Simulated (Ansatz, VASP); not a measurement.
One calculation of Re, two programs

```
Re
1.0
     0.00000    2.79752    2.79752
     2.79752    0.00000    2.79752
     2.79752    2.79752    0.00000
Re
2
Direct
  0.12500 0.12500 0.12500
  0.87500 0.87500 0.87500
```

Alike in both runs: task single point; functional PBEsol; k mesh 11 × 11 × 11; occupations fermi-dirac, width 0.1 eV; no spin polarisation.

```csv
,VASP,Ansatz
version,VASP 6.6.1,Ansatz 0.2.0
potentials or method,"VASP PAW PBE potentials, release 64 (Re), cutoff 520 eV","plane waves (420 eV) with PAW, scalar-relativistic"
valence electrons in the cell,14,30
```

```csv
,VASP,Ansatz,Ansatz less VASP
pressure (GPa),-1.8,-0.1,+1.73
```

VASP's potentials were made for PBE, not for PBEsol, and Ansatz warns of the same on its side. The functional is the same, so the differences come from potentials, cutoffs and numerics. VASP's potentials hold 14 valence electrons a cell and Ansatz's 30, so a difference there can come from the potentials and not from the codes.

Neither program's run includes spin-orbit coupling.
